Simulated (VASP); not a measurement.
# SnO (C2/m) in VASP: a series of runs

Runs on SnO. Level: PBE. Tasks: single point.

All numbers are computed with VASP 6.6.1; they aren't measurements. Logs are shortened: lines on timing, memory, paths and dates and some standing lists are left out, and cuts for length are marked.

**1. The cell of the first run**

Symmetry: C2/m, No. 12, monoclinic system. Conventional cell: a = 5.470 Å, b = 5.470 Å, c = 5.067 Å, α = 90.00°, β = 90.00°, γ = 90.00°. Sn (site symmetry m) has 4 O at 2.16 to 2.35 Å within 2.9 Å. O (site symmetry 2) has 4 Sn at 2.16 to 2.35 Å and 4 O at 2.70 to 2.77 Å within 2.9 Å.

**2. Single point, PBE (mode 4 (104.6 1/cm) frozen in, largest displacement +0.175 Å)**

The input, INCAR:

```
ALGO     = Normal         # electronic algorithm
EDIFF    = 1E-6           # SCF threshold, eV
ENCUT    = 520            # plane-wave cutoff, eV
GGA      = PE             # functional
ISIF     = 2              # what is computed and relaxed
ISMEAR   = 0              # smearing method
LASPH    = True           # aspherical terms in the spheres
LCHARG   = False          # write CHGCAR
LREAL    = False          # projectors in reciprocal space
LWAVE    = False          # write WAVECAR
NBANDS   = 28             # bands
NELM     = 100            # most SCF steps
PREC     = Accurate       # precision mode
SIGMA    = 0.05           # smearing width, eV
```

The input, KPOINTS:

```
k-points
0
Gamma
  10 10 8
```

The input, POSCAR:

```
SnO
1.0
    3.8681707514      0.0000000000      0.0000000000
    0.0000000000      3.8681707514      0.0000000000
    0.0000000000      0.0000000000      5.0672768981
Sn O
2 2
Direct
    0.0319902338      0.5319902338      0.2287361932
    0.4680097662     -0.0319902338      0.7712638068
   -0.0033509022      0.0033509022      0.0000000000
    0.5033509022      0.4966490978      0.0000000000
```

Potentials or basis: VASP PAW PBE potentials, release 64 (Sn_d, O).

The run is started by

```
> cat potpaw_PBE.64/Sn_d/POTCAR potpaw_PBE.64/O/POTCAR > POTCAR
> mpirun -np 1 vasp_std > vasp.out
```

OUTCAR:

```text
EDIFF = 1E-6
   ENCUT = 520
   GGA = PE
   ISIF = 2
   ISMEAR = 0
   LASPH = True
   LREAL = False
   NELM = 100
   PREC = Accurate

 ion  position               nearest neighbor table
   1  0.032  0.532  0.229-   3 2.16   4 2.16   3 2.35   4 2.35   2 3.33   2 3.60   2 3.60   2 3.64

   2  0.468  0.968  0.771-   3 2.16   4 2.16   3 2.35   4 2.35   1 3.33   1 3.60   1 3.60   1 3.64

   3  0.997  0.003  0.000-   1 2.16   2 2.16   1 2.35   2 2.35
   4  0.503  0.497  0.000-   1 2.16   2 2.16   1 2.35   2 2.35

  LATTYP: Found a simple tetragonal cell.
 ALAT       =     3.8681707514
 C/A-ratio  =     1.3099930752

  Lattice vectors:

 A1 = (   3.8681707514,   0.0000000000,   0.0000000000)
 A2 = (   0.0000000000,   3.8681707514,   0.0000000000)
 A3 = (   0.0000000000,   0.0000000000,   5.0672768981)

Analysis of symmetry for initial positions (statically):
=====================================================================
 Subroutine PRICEL returns:
 Original cell was already a primitive cell.

 Routine SETGRP: Setting up the symmetry group for a
 simple tetragonal supercell.

 Subroutine GETGRP returns: Found  4 space group operations
 (whereof  2 operations were pure point group operations)
 out of a pool of 16 trial point group operations.

The static configuration has the point symmetry C_2 .
 The point group associated with its full space group is C_2h.

Analysis of symmetry for dynamics (positions and initial velocities):
=====================================================================
 Subroutine PRICEL returns:
 Original cell was already a primitive cell.

 Routine SETGRP: Setting up the symmetry group for a
 simple tetragonal supercell.

 Subroutine GETGRP returns: Found  4 space group operations
 (whereof  2 operations were pure point group operations)
 out of a pool of 16 trial point group operations.

The dynamic configuration has the point symmetry C_2 .
 The point group associated with its full space group is C_2h.

 Subroutine INISYM returns: Found  4 space group operations
 (whereof  2 operations are pure point group operations),
 and found     1 'primitive' translations

----------------------------------------------------------------------------------------

                                     Primitive cell

[... 86 lines left out ...]
   ISTART =      0    job   : 0-new  1-cont  2-samecut
   ICHARG =      2    charge: 1-file 2-atom 10-const
   ISPIN  =      1    spin polarized calculation?
   LNONCOLLINEAR =      F non collinear calculations
   LSORBIT =      F    spin-orbit coupling
   LASPH  =      T    aspherical Exc in radial PAW
   ENCUT  =  520.0 eV  38.22 Ry    6.18 a.u.   7.19  7.19  9.42*2*pi/ulx,y,z
   NELM   =    100;   NELMIN=  2; NELMDL= -5     # of ELM steps
   EDIFF  = 0.1E-05   stopping-criterion for ELM
   LREAL  =      F    real-space projection
   EDIFFG = 0.1E-04   stopping-criterion for IOM
   NSW    =      0    number of steps for IOM
   IBRION =     -1    ionic relax: 0-MD 1-quasi-New 2-CG
   NFREE  =      0    steps in history (QN), initial steepest desc. (CG)
   ISIF   =      2    stress and relaxation
   ISYM   =      2    0-nonsym 1-usesym 2-fastsym
   POTIM  = 0.5000    time-step for ionic-motion
   TEBEG  =    0.0;   TEEND  =   0.0 temperature during run
   PSTRESS=    0.0 pullay stress
   NELECT =      40.0000    total number of electrons
   NUPDOWN=      -1.0000    fix difference up-down
   EMIN   =  10.00;   EMAX   =-10.00  energy-range for DOS
   EFERMI =   0.00;   METHOD = LEGACY
   ISMEAR =     0;   SIGMA  =   0.05  broadening in eV -4-tet -1-fermi 0-gaus
   EFERMI_NEDOS =   21; number of points for ismear=-14 and -15
   IALGO  =     38    algorithm
   IMIX   =      4    mixing-type and parameters
     AMIX     =   0.40;   BMIX     =  1.00
     AMIX_MAG =   1.60;   BMIX_MAG =  1.00
  volume/ion in A,a.u.               =      18.96       127.92
  Fermi-wavevector in a.u.,A,eV,Ry     =   1.322816  2.499760 23.808057  1.749843
  Thomas-Fermi vector in A             =   2.452470
   LORBIT       =      0    0 simple, 1 ext, 2 COOP (PROOUT), +10 PAW based schemes
   GGA     = PE    functional components
   LHFCALC =     F    Hartree Fock is set to
   AEXX    =    0.0000 exact exchange contribution
   IVDW    =     0    specifies the selected vdW correction
   LEPSILON=     F    determine dielectric tensor
   LRPA    =     F    only Hartree local field effects (RPA)
 non-spin polarized calculation
 Gauss-broadening in eV      SIGMA  =   0.05
  energy-cutoff  :      520.00
  volume of cell :       75.82
 maximum number of plane-waves:      2060
 NGX is ok and might be reduce to    30
   NGX = 15   NGY = 15   NGZ = 19

 number of electron      39.9999991 magnetization

 Free energy of the ion-electron system (eV)
  ---------------------------------------------------
  ext. energy  EPLUGINS =         0.00000000
  ---------------------------------------------------
  free energy    TOTEN  =       -22.57316606 eV

  energy without entropy =      -22.57316606  energy(sigma->0) =      -22.57316606

 E-fermi :   6.3802     XC(G=0):  -9.8120

 val. band max:        6.1193750253   @ k =   0.0000   0.0000   0.0000
 cond. band min:       6.6661873046   @ k =   0.5000   0.5000   0.0000
 fundamental gap:      0.5468122794
 Fermi energy:         6.3801610679

 k-point     1 :       0.0000    0.0000    0.0000
  band No.  band energies     occupation
      1     -15.6569      2.00000
      2     -15.3183      2.00000
      3     -15.2700      2.00000
      4     -15.2316      2.00000
      5     -15.2174      2.00000
      6     -15.2127      2.00000
[... 733 lines left out ...]
     27      13.3916      0.00000
     28      14.5379      0.00000

 [... further k-points ...]
[... 5 lines left out ...]
  --------------------------------------------------------------------------------------
  -------------------------------------------------------------------------------------
  Total        0.6625317      0.6625317      0.7847455      0.1495946     -1.2492396     -1.2492333
  in kB       14.0001072     14.0001072     16.5826342      3.1611178    -26.3979623    -26.3978308
  external PRESSURE =      14.8609495 kB  Pullay stress =       0.0000000 kB

 VOLUME and BASIS-vectors are now :
 -----------------------------------------------------------------------------
  energy-cutoff  :      520.00
  volume of cell :       75.82
      direct lattice vectors                 reciprocal lattice vectors
     3.868170751  0.000000000  0.000000000     0.258520129  0.000000000  0.000000000
     0.000000000  3.868170751  0.000000000     0.000000000  0.258520129  0.000000000
     0.000000000  0.000000000  5.067276898     0.000000000  0.000000000  0.197344653

 POSITION                                       TOTAL-FORCE (eV/Angst)
 -----------------------------------------------------------------------------------
      0.12374      2.05783      1.15907        -0.628281     -0.628281      0.356607
      1.81034      3.74443      3.90821         0.628281      0.628281     -0.356607
      3.85521      0.01296      0.00000        -0.029644      0.029644      0.000000
      1.94705      1.92112      0.00000         0.029644     -0.029644      0.000000
 -----------------------------------------------------------------------------------
    total drift:                                0.000000      0.000000      0.000000

  FREE ENERGIE OF THE ION-ELECTRON SYSTEM (eV)
  ---------------------------------------------------
  free  energy   TOTEN  =       -22.5731660625 eV

  energy  without entropy=      -22.5731660625  energy(sigma->0) =      -22.57316606
```

OSZICAR:

```text
N       E                     dE             d eps       ncg     rms          rms(c)
DAV:   1     0.415914037025E+03    0.41591E+03   -0.19933E+04 13164   0.212E+03
DAV:   2     0.377501509443E+02   -0.37816E+03   -0.36308E+03 13224   0.535E+02
DAV:   3    -0.233772213969E+02   -0.61127E+02   -0.59993E+02 14552   0.180E+02
DAV:   4    -0.263521282574E+02   -0.29749E+01   -0.29601E+01 14288   0.429E+01
DAV:   5    -0.264246696727E+02   -0.72541E-01   -0.72532E-01 14140   0.724E+00    0.118E+01
DAV:   6    -0.226321516226E+02    0.37925E+01   -0.18216E+01 20232   0.462E+01    0.514E+00
DAV:   7    -0.225939202573E+02    0.38231E-01   -0.21699E+00 14916   0.883E+00    0.252E+00
DAV:   8    -0.225801397883E+02    0.13780E-01   -0.32492E-01 15428   0.383E+00    0.815E-01
DAV:   9    -0.225719510991E+02    0.81887E-02   -0.51887E-02 20852   0.225E+00    0.254E-01
DAV:  10    -0.225735978724E+02   -0.16468E-02   -0.85175E-03 16664   0.805E-01    0.158E-01
DAV:  11    -0.225731286909E+02    0.46918E-03   -0.26025E-03 19404   0.458E-01    0.261E-02
DAV:  12    -0.225731697408E+02   -0.41050E-04   -0.31501E-04 13208   0.107E-01    0.344E-02
DAV:  13    -0.225731660300E+02    0.37108E-05   -0.40680E-05 16308   0.581E-02    0.357E-03
DAV:  14    -0.225731660625E+02   -0.32500E-07   -0.39494E-06 14288   0.130E-02
   1 F= -.22573166E+02 E0= -.22573166E+02  d E =-.282542E-15
```

Wall time 13 min (1 thread of AMD EPYC 7R13, shared host); peak memory 0.44 GiB.

Results:

```
Free energy            : -22.5732 eV
Pressure               : 1.5 GPa
Largest force          : 0.957 eV/Å
Band gap on the k mesh : 0.55 eV, indirect (least direct gap 1.86 eV)
```

Forces on the atoms (eV/Å):
```
Sn  -0.628 -0.628  0.357
Sn   0.628  0.628 -0.357
O   -0.030  0.030  0.000
O    0.030 -0.030  0.000
```

Caveat: the cell differs from its parent crystal (mode 4 (104.6 1/cm) frozen in, largest displacement +0.175 Å); spin-orbit coupling is left out, which moves the levels of the heavy elements.

**3. Single point, PBE (mode 4 (104.6 1/cm) frozen in, largest displacement +0.125 Å)**

The input, INCAR:

```
PREC = Accurate
ENCUT = 520
EDIFF = 1E-6
ISMEAR = 0
SIGMA = 0.05
LREAL = False
LASPH = True
NELM = 100
ALGO = Normal
ISIF = 2
LWAVE = False
LCHARG = False
GGA = PE
NBANDS = 28
```

The input, KPOINTS:

```
regular mesh
0
Gamma
  10 10 8
```

The input, POSCAR:

```
SnO
1.0
    3.8681707514      0.0000000000      0.0000000000
    0.0000000000      3.8681707514      0.0000000000
    0.0000000000      0.0000000000      5.0672768981
Sn O
2 2
Direct
    0.0228501670      0.5228501670      0.2287361932
    0.4771498330     -0.0228501670      0.7712638068
   -0.0023935016      0.0023935016      0.0000000000
    0.5023935016      0.4976064984      0.0000000000
```

Potentials or basis: VASP PAW PBE potentials, release 64 (Sn_d, O).

The run is started by

```
> cat potpaw_PBE.64/Sn_d/POTCAR potpaw_PBE.64/O/POTCAR > POTCAR
> mpirun -np 1 vasp_std > vasp.out
```

Run time: 12 min. Hardware: 1 thread of AMD EPYC 7R13, shared host; peak memory 0.44 GiB.

Results (log left out):

```
Free energy            : -22.6485 eV
Pressure               : 0.9 GPa
Largest force          : 0.663 eV/Å
Band gap on the k mesh : 0.53 eV, indirect (least direct gap 1.88 eV)
```

Forces in eV/Å, atoms in the order of the input:
```
Sn  -0.443 -0.443  0.219
Sn   0.443  0.443 -0.219
O   -0.015  0.015  0.000
O    0.015 -0.015  0.000
```

Stress tensor (GPa, compression positive):
```
 0.81  0.17 -1.87
 0.17  0.81 -1.87
-1.87 -1.87  0.95
```

Levels at points of the mesh, in eV from the valence-band top:
| k point | band 17 | band 18 | band 19 | band 20 | band 21 | band 22 | band 23 | band 24 |
| --- | --- | --- | --- | --- | --- | --- | --- | --- |
| (0.00, 0.00, 0.00) | -3.17 | -2.89 | -2.85 | 0.00 | 1.88 | 4.01 | 4.93 | 4.97 |
| (0.50, 0.00, 0.00) | -4.52 | -4.38 | -2.53 | -2.14 | 2.97 | 3.08 | 5.63 | 5.66 |
| (0.50, 0.50, 0.00) | -2.26 | -2.24 | -1.80 | -1.70 | 0.53 | 0.54 | 4.51 | 4.59 |
| (0.00, 0.00, 0.50) | -3.22 | -2.90 | -2.88 | -1.95 | 1.67 | 3.37 | 3.40 | 3.78 |
| (0.50, 0.00, 0.50) | -4.50 | -4.37 | -1.64 | -1.42 | 2.46 | 2.48 | 5.30 | 5.82 |
| (0.50, 0.50, 0.50) | -2.34 | -2.32 | -2.25 | -2.24 | 2.63 | 2.63 | 3.70 | 3.78 |

Caveat: the cell differs from its parent crystal (mode 4 (104.6 1/cm) frozen in, largest displacement +0.125 Å); spin-orbit coupling is left out, which moves the levels of the heavy elements. A k mesh can miss the band edges.

(Part 1 of 2 ends here.)
